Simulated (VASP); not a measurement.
**NbRu3C: single point with PBEsol**

NbRu3C:

```xyz
5
Lattice="4.0087 0.0000 0.0000 0.0000 4.0087 0.0000 0.0000 0.0000 4.0087" Properties=species:S:1:pos:R:3 pbc="T T T"
Ru    2.0044    2.0044    0.0000
Ru    2.0044    0.0000    2.0044
Ru    0.0000    2.0044    2.0044
Nb    0.0000    0.0000    0.0000
C     2.0044    2.0044    2.0044
```

```yaml
Program: VASP 6.6.1
Task: single point
Functional: PBEsol
Potentials_or_basis: VASP PAW PBE potentials, release 64 (Ru_pv, Nb_sv, C)
Cutoff: 520 eV
k_mesh: 7 × 7 × 7
Occupations: fermi-dirac, width 0.05 eV
Spin: no spin polarisation
```

```
Pressure : -0.1 GPa
```

Levels at points of the mesh, in eV from the Fermi level:
| k point | band 27 | band 28 | band 29 | band 30 | band 31 | band 32 |
| --- | --- | --- | --- | --- | --- | --- |
| (0.00, 0.00, 0.00) | -1.47 | -1.47 | 0.68 | 0.71 | 0.71 | 0.71 |

Run time: 44 s on 1 thread of Intel(R) Xeon(R) Platinum 8488C (Sapphire Rapids), with other jobs on the host, peak memory 0.19 GiB.

Caveat: the PAW data sets were made with another functional, which shifts forces and pressure a little.
